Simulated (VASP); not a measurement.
# B2Se (Cmmm) in VASP: single point with PBE

Aim: the single point of B2Se with PBE.

Everything below comes from runs of VASP 6.6.1. Logs are shortened: lines on timing, memory, paths and dates and some standing lists are left out, and cuts for length are marked.

## (1) The cell of the first run

The typed cell holds 6 atoms: a = 5.334 Å, b = 5.334 Å, c = 3.187 Å, α = 90.00°, β = 90.00°, γ = 90.01°.

## (2) Single point, PBE

Contents of INCAR:

```
SYSTEM = B2Se
ALGO     = Normal         ! electronic algorithm
EDIFF    = 1E-7           ! SCF threshold, eV
ENCUT    = 520            ! plane-wave cutoff, eV
GGA      = PE             ! functional
ISIF     = 2              ! what is computed and relaxed
ISMEAR   = 0              ! smearing method
LASPH    = .TRUE.         ! aspherical terms in the spheres
LCHARG   = .TRUE.         ! write CHGCAR
LELF     = .TRUE.         ! ELF
LREAL    = .FALSE.        ! projectors in reciprocal space
LVHAR    = .TRUE.       
LWAVE    = .FALSE.        ! write WAVECAR
NBANDS   = 21             ! bands
NELM     = 60             ! most SCF steps
PREC     = Accurate       ! precision mode
SIGMA    = 0.1            ! smearing width, eV
```

Contents of KPOINTS:

```
k-points
0
G
  4 4 6
  0 0 0
```

Contents of POSCAR:

```
B2Se
1.0
    3.7714787929     -3.7720073541      0.0000000000
    3.7714787929      3.7720073541      0.0000000000
    0.0000000000      0.0000000000      3.1866888347
B Se
4 2
Direct
    0.0000008798      0.2283056311      0.5000000000
    0.9999991202      0.7716943689      0.5000000000
    0.2283056311      0.0000008798      0.5000000000
    0.7716943689      0.9999991202      0.5000000000
    0.0000000000      0.5000000000      0.0000000000
    0.5000000000      0.0000000000      0.0000000000
```

Potentials or basis: VASP PAW PBE potentials, release 64 (B, Se).

The run is started by

```sh
> cat potpaw_PBE.64/B/POTCAR potpaw_PBE.64/Se/POTCAR > POTCAR
> mpirun -np 1 vasp_std > vasp.out
```

OUTCAR:

```text
SYSTEM = B2Se
   EDIFF = 1E-7
   ENCUT = 520
   GGA = PE
   ISIF = 2
   ISMEAR = 0
   LASPH = .TRUE.
   LREAL = .FALSE.
   NELM = 60
   PREC = Accurate

 ion  position               nearest neighbor table
   1  0.000  0.228  0.500-   4 1.72   3 1.72   5 2.15   5 2.15
   2  1.000  0.772  0.500-   3 1.72   4 1.72   5 2.15   5 2.15
   3  0.228  0.000  0.500-   2 1.72   1 1.72   6 2.15   6 2.15
   4  0.772  1.000  0.500-   1 1.72   2 1.72   6 2.15   6 2.15
   5  0.000  0.500  0.000-   1 2.15   2 2.15   1 2.15   2 2.15
   6  0.500  0.000  0.000-   3 2.15   4 2.15   3 2.15   4 2.15

  LATTYP: Found a base centered orthorhombic cell.
 ALAT       =     7.5429575858
 B/A-ratio  =     1.0001401469
 C/A-ratio  =     0.4224720607

  Lattice vectors:

 A1 = (   3.7714787929,  -3.7720073541,   0.0000000000)
 A2 = (   3.7714787929,   3.7720073541,   0.0000000000)
 A3 = (   0.0000000000,   0.0000000000,   3.1866888347)

Analysis of symmetry for initial positions (statically):
=====================================================================
 Subroutine PRICEL returns:
 Original cell was already a primitive cell.

 Routine SETGRP: Setting up the symmetry group for a
 base centered orthorhombic supercell.

 Subroutine GETGRP returns: Found  8 space group operations
 (whereof  8 operations were pure point group operations)
 out of a pool of  8 trial point group operations.

The static configuration has the point symmetry D_2h.

Analysis of symmetry for dynamics (positions and initial velocities):
=====================================================================
 Subroutine PRICEL returns:
 Original cell was already a primitive cell.

 Routine SETGRP: Setting up the symmetry group for a
 base centered orthorhombic supercell.

 Subroutine GETGRP returns: Found  8 space group operations
 (whereof  8 operations were pure point group operations)
 out of a pool of  8 trial point group operations.

The dynamic configuration has the point symmetry D_2h.

 Subroutine INISYM returns: Found  8 space group operations
 (whereof  8 operations are pure point group operations),
 and found     1 'primitive' translations

----------------------------------------------------------------------------------------

                                     Primitive cell

  volume of cell :      90.6680

  direct lattice vectors                    reciprocal lattice vectors
     3.771478793 -3.772007354  0.000000000     0.132573992 -0.132555415  0.000000000
     3.771478793  3.772007354  0.000000000     0.132573992  0.132555415  0.000000000
     0.000000000  0.000000000  3.186688835     0.000000000  0.000000000  0.313805348

  length of vectors
     5.334050221  5.334050221  3.186688835     0.187474802  0.187474802  0.313805348

  position of ions in fractional coordinates (direct lattice)
     0.000000880  0.228305631  0.500000000
     0.999999120  0.771694369  0.500000000
     0.228305631  0.000000880  0.500000000
     0.771694369  0.999999120  0.500000000
     0.000000000  0.500000000  0.000000000
     0.500000000  0.000000000  0.000000000

  ion indices of the primitive-cell ions
   primitive index   ion index
                 1           1
                 2           2
                 3           3
                 4           4
                 5           5
                 6           6

----------------------------------------------------------------------------------------

 KPOINTS: k-points

Automatic generation of k-mesh.
 Grid dimensions read from file:
 generate k-points for:    4    4    6

 Generating k-lattice:

  Cartesian coordinates                     Fractional coordinates (reciprocal lattice)
     0.033143498 -0.033138854  0.000000000     0.250000000  0.000000000  0.000000000
     0.033143498  0.033138854  0.000000000     0.000000000  0.250000000  0.000000000
     0.000000000  0.000000000  0.052300891     0.000000000  0.000000000  0.166666667

  Length of vectors
     0.046868701  0.046868701  0.052300891

  Shift w.r.t. Gamma in fractional coordinates (k-lattice)
     0.000000000  0.000000000  0.000000000

 Subroutine IBZKPT returns following result:
 ===========================================

 Found     28 irreducible k-points:

 Following reciprocal coordinates:
            Coordinates               Weight
  0.000000  0.000000  0.000000      1.000000
  0.250000 -0.000000  0.000000      4.000000
  0.500000 -0.000000  0.000000      2.000000
  0.250000  0.250000  0.000000      2.000000
  0.500000  0.250000  0.000000      4.000000
 -0.250000  0.250000  0.000000      2.000000
[... 16 lines left out ...]
  0.250000 -0.000000  0.500000      4.000000
  0.500000 -0.000000  0.500000      2.000000
 [... further k-points ...]
   k-points           NKPTS =     28   k-points in BZ     NKDIM =     28   number of bands    NBANDS=     21
   number of dos      NEDOS =    301   number of ions     NIONS =      6
   total plane-waves  NPLWV =  38400
   dimension x,y,z NGX =    40 NGY =   40 NGZ =   24
   dimension x,y,z NGXF=    80 NGYF=   80 NGZF=   48
   ions per type =               4   2
   NGX,Y,Z   is equivalent  to a cutoff of  12.47, 12.47, 12.52 a.u.
   NGXF,Y,Z  is equivalent  to a cutoff of  24.93, 24.93, 25.04 a.u.
 SYSTEM =  B2Se
   PREC   = accura    normal or accurate (medium, high low for compatibility)
   ISTART =      0    job   : 0-new  1-cont  2-samecut
   ICHARG =      2    charge: 1-file 2-atom 10-const
   ISPIN  =      1    spin polarized calculation?
   LNONCOLLINEAR =      F non collinear calculations
   LSORBIT =      F    spin-orbit coupling
   LASPH  =      T    aspherical Exc in radial PAW
   ENCUT  =  520.0 eV  38.22 Ry    6.18 a.u.   9.92  9.92  5.93*2*pi/ulx,y,z
   NELM   =     60;   NELMIN=  2; NELMDL= -5     # of ELM steps
   EDIFF  = 0.1E-06   stopping-criterion for ELM
   LREAL  =      F    real-space projection
   EDIFFG = 0.1E-05   stopping-criterion for IOM
   NSW    =      0    number of steps for IOM
   IBRION =     -1    ionic relax: 0-MD 1-quasi-New 2-CG
   NFREE  =      0    steps in history (QN), initial steepest desc. (CG)
   ISIF   =      2    stress and relaxation
   ISYM   =      2    0-nonsym 1-usesym 2-fastsym
   POTIM  = 0.5000    time-step for ionic-motion
   TEBEG  =    0.0;   TEEND  =   0.0 temperature during run
   PSTRESS=    0.0 pullay stress
   NELECT =      24.0000    total number of electrons
   NUPDOWN=      -1.0000    fix difference up-down
   EMIN   =  10.00;   EMAX   =-10.00  energy-range for DOS
   EFERMI =   0.00;   METHOD = LEGACY
   ISMEAR =     0;   SIGMA  =   0.10  broadening in eV -4-tet -1-fermi 0-gaus
   EFERMI_NEDOS =   21; number of points for ismear=-14 and -15
   IALGO  =     38    algorithm
   IMIX   =      4    mixing-type and parameters
     AMIX     =   0.40;   BMIX     =  1.00
     AMIX_MAG =   1.60;   BMIX_MAG =  1.00
  volume/ion in A,a.u.               =      15.11       101.98
  Fermi-wavevector in a.u.,A,eV,Ry     =   1.051140  1.986367 15.033018  1.104896
  Thomas-Fermi vector in A             =   2.186171
   LORBIT       =      0    0 simple, 1 ext, 2 COOP (PROOUT), +10 PAW based schemes
   GGA     = PE    functional components
   LHFCALC =     F    Hartree Fock is set to
   AEXX    =    0.0000 exact exchange contribution
   IVDW    =     0    specifies the selected vdW correction
   LEPSILON=     F    determine dielectric tensor
   LRPA    =     F    only Hartree local field effects (RPA)
 non-spin polarized calculation
 Gauss-broadening in eV      SIGMA  =   0.10
  energy-cutoff  :      520.00
  volume of cell :       90.67
 maximum number of plane-waves:      2462
   NGX = 19   NGY = 19   NGZ = 11

 number of electron      23.9999995 magnetization

 Free energy of the ion-electron system (eV)
  ---------------------------------------------------
  ext. energy  EPLUGINS =         0.00000000
  ---------------------------------------------------
  free energy    TOTEN  =       -29.41832985 eV

  energy without entropy =      -29.40504214  energy(sigma->0) =      -29.41168600

 E-fermi :   2.9976     XC(G=0):  -9.3947

 val. band max:        2.9631835407   @ k =   0.5000   0.2500   0.1667
 cond. band min:       2.9992309177   @ k =   0.2500  -0.0000   0.1667
 fundamental gap:      0.0360473771
 Fermi energy:         2.9976072966

 k-point     1 :       0.0000    0.0000    0.0000
  band No.  band energies     occupation
      1     -12.3337      2.00000
      2     -11.2251      2.00000
      3      -6.3063      2.00000
      4      -4.9228      2.00000
      5      -4.9217      2.00000
      6      -0.1926      2.00000
[... 13 lines left out ...]
     20      10.6806      0.00000
     21      10.6814      0.00000

 k-point     2 :       0.2500   -0.0000    0.0000
  band No.  band energies     occupation
      1     -12.1850      2.00000
      2     -11.3870      2.00000
      3      -6.9631      2.00000
      4      -4.8413      2.00000
      5      -3.6310      2.00000
      6      -0.6862      2.00000
[... 13 lines left out ...]
     20      10.5133      0.00000
     21      10.7175      0.00000

 k-point     3 :       0.5000   -0.0000    0.0000
  band No.  band energies     occupation
      1     -11.8767      2.00000
      2     -11.7113      2.00000
      3      -7.3186      2.00000
      4      -4.7512      2.00000
      5      -1.6180      2.00000
      6      -1.5540      2.00000
[... 13 lines left out ...]
     20      11.1254      0.00000
     21      11.1635      0.00000

 k-point     4 :       0.2500    0.2500    0.0000
  band No.  band energies     occupation
      1     -12.0555      2.00000
      2     -11.4780      2.00000
      3      -7.5650      2.00000
      4      -3.8482      2.00000
      5      -3.3438      2.00000
      6      -1.4102      2.00000
[... 13 lines left out ...]
     20      10.5670      0.00000
     21      10.9843      0.00000

 k-point     5 :       0.5000    0.2500    0.0000
  band No.  band energies     occupation
      1     -11.7918      2.00000
      2     -11.7038      2.00000
      3      -7.9580      2.00000
      4      -3.5538      2.00000
      5      -2.0518      2.00000
      6      -1.5365      2.00000
[... 13 lines left out ...]
     20      11.1417      0.00000
     21      11.2964      0.00000
[... 382 lines left out ...]
     20      10.8749      0.00000
     21      10.9908      0.00000

 k-point    22 :       0.0000    0.0000    0.5000
  band No.  band energies     occupation
      1     -10.3441      2.00000
      2      -9.5269      2.00000
      3      -7.7061      2.00000
      4      -4.8468      2.00000
      5      -3.7854      2.00000
      6      -2.0182      2.00000
[... 13 lines left out ...]
     20      10.8197      0.00000
     21      11.1969      0.00000

 k-point    23 :       0.2500   -0.0000    0.5000
  band No.  band energies     occupation
      1     -10.2290      2.00000
      2      -9.6482      2.00000
      3      -7.5468      2.00000
      4      -5.2887      2.00000
      5      -4.1322      2.00000
      6      -2.2480      2.00000
[... 13 lines left out ...]
     20      11.2397      0.00000
     21      12.2072      0.00000

 k-point    24 :       0.5000   -0.0000    0.5000
  band No.  band energies     occupation
      1      -9.9741      2.00000
      2      -9.9097      2.00000
      3      -7.3236      2.00000
      4      -5.7997      2.00000
      5      -4.2224      2.00000
      6      -2.5078      2.00000
[... 13 lines left out ...]
     20      12.7187      0.00000
     21      12.9098      0.00000

 [... further k-points ...]

------------------------ aborting loop because EDIFF is reached ----------------------------------------

  FORCE on cell =-STRESS in cart. coord.  units (eV):
  Direction    XX          YY          ZZ          XY          YZ          ZX
  --------------------------------------------------------------------------------------
  -------------------------------------------------------------------------------------
  Total        0.0556806      0.0433453      0.0761332      0.0000000      0.0000000      0.0000000
  in kB        0.9839212      0.7659468      1.3453363      0.0000000      0.0000000      0.0000000
  external PRESSURE =       1.0317348 kB  Pullay stress =       0.0000000 kB

 VOLUME and BASIS-vectors are now :
 -----------------------------------------------------------------------------
  energy-cutoff  :      520.00
  volume of cell :       90.67
      direct lattice vectors                 reciprocal lattice vectors
     3.771478793 -3.772007354  0.000000000     0.132573992 -0.132555415  0.000000000
     3.771478793  3.772007354  0.000000000     0.132573992  0.132555415  0.000000000
     0.000000000  0.000000000  3.186688835     0.000000000  0.000000000  0.313805348

 POSITION                                       TOTAL-FORCE (eV/Angst)
 -----------------------------------------------------------------------------------
      0.86105      0.86117      1.59334        -0.000486     -0.002805      0.000000
      6.68190     -0.86117      1.59334         0.000486      0.002805     -0.000000
      0.86105     -0.86117      1.59334        -0.000486      0.002805      0.000000
      6.68190      0.86117      1.59334         0.000486     -0.002805      0.000000
      1.88574      1.88600      0.00000        -0.000000      0.000000      0.000000
      1.88574     -1.88600      0.00000        -0.000000      0.000000      0.000000
 -----------------------------------------------------------------------------------
    total drift:                               -0.000000     -0.000000     -0.000000

  FREE ENERGIE OF THE ION-ELECTRON SYSTEM (eV)
  ---------------------------------------------------
  free  energy   TOTEN  =       -29.4183298469 eV

  energy  without entropy=      -29.4050421442  energy(sigma->0) =      -29.41168600
```

Run time: 25 s. Hardware: 1 thread of Intel Xeon 6975P-C (Granite Rapids), shared host; peak memory 0.2 GiB.

Results:

* Free energy: -29.4183 eV
* Pressure: 0.1 GPa
* Band gap on the k mesh: zero (band 12 reaches 3.75 eV, above the bottom of band 13 at 2.22 eV)

Forces in eV/Å, atoms in the order of the input:
```
B    0.000 -0.003  0.000
B    0.000  0.003  0.000
B    0.000  0.003  0.000
B    0.000 -0.003  0.000
Se   0.000  0.000  0.000
Se   0.000  0.000  0.000
```
